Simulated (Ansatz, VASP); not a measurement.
## Y3Si2F in VASP and in Ansatz

INCAR

```
PREC = Accurate ; ENCUT = 600
EDIFF = 1E-7 ; ISMEAR = 0
SIGMA = 0.1 ; LREAL = False
LASPH = True ; NELM = 100
ALGO = Normal ; ISIF = 3
LWAVE = False ; LCHARG = False
GGA = PE ; IBRION = 2
NSW = 100 ; EDIFFG = -0.01
```

Contents of KPOINTS:

```
Automatic mesh
0
Gamma
  6 6 10
```

File POSCAR:

```
Y3Si2F
1.0
    7.1792501772      0.0000000000      0.0000000000
   -3.5896250886      6.2174130336      0.0000000000
    0.0000000000      0.0000000000      3.9284604389
Y Si F
3 2 1
Direct
    0.0000000000      0.5000000000      0.0000000000
    0.5000000000      0.0000000000      0.0000000000
    0.5000000000      0.5000000000      0.0000000000
    0.6666666667      0.3333333333      0.5000000000
    0.3333333333      0.6666666667      0.5000000000
    0.0000000000      0.0000000000      0.0000000000
```

Input for Ansatz:

```yaml
crystal:
  lattice:
    - [7.1792501772, 0.0, 0.0]
    - [-3.5896250886, 6.2174130336, 0.0]
    - [0.0, 0.0, 3.9284604389]
  atoms:
    - { symbol: "Y", position: [0.0, 0.5, 0.0] }
    - { symbol: "Y", position: [0.5, 0.0, 0.0] }
    - { symbol: "Y", position: [0.5, 0.5, 0.0] }
    - { symbol: Si, position: [0.6666666667, 0.3333333333, 0.5] }
    - { symbol: Si, position: [0.3333333333, 0.6666666667, 0.5] }
    - { symbol: F, position: [0.0, 0.0, 0.0] }
basis:
  ecutwfc: 420
kpoints:
  mp_grid: { grid: [6, 6, 10] }
hamiltonian:
  xc: pbe
scf:
  occupations: { method: gaussian, width: 0.1 }
output:
  forces: true
  stress: true
  eigenvalues: true
  write_density: true
  write_potential: true
  elf: true
  volumetric_format: npy
relax:
  adjacent_minimum: "off"
  f_tol: 0.01
  max_steps: 80
  cell: { stress_tol: 0.05 }
```

Change from the starting cell: species swapped into the NaSn2Pd3 type (P6mm, No. 183).

Alike in both runs: task relaxation of cell and atoms; functional PBE; k mesh 6 × 6 × 10; occupations gaussian, width 0.1 eV; no spin polarisation.

|  | VASP | Ansatz |
| --- | --- | --- |
| version | VASP 6.6.1 | Ansatz 0.2.0 |
| potentials or method | VASP PAW PBE potentials, release 64 (Y_sv, Si, F), cutoff 600 eV | scalar-relativistic, plane waves, PAW |
| valence electrons in the cell | 48 | 48 |

|  | VASP | Ansatz | Ansatz less VASP |
| --- | --- | --- | --- |
| gap on the k mesh at the Fermi level, each at its own relaxed structure (eV) | none | none | - |
| relaxed volume (Å³/atom) | 29.25 | 29.29 | +0.045 |
| relaxed length of the cell vector where the two differ most in proportion (Å) | 7.190 | 7.194 | +0.0044 |

A gap of «none» marks a metal or a gap that the smearing closes.
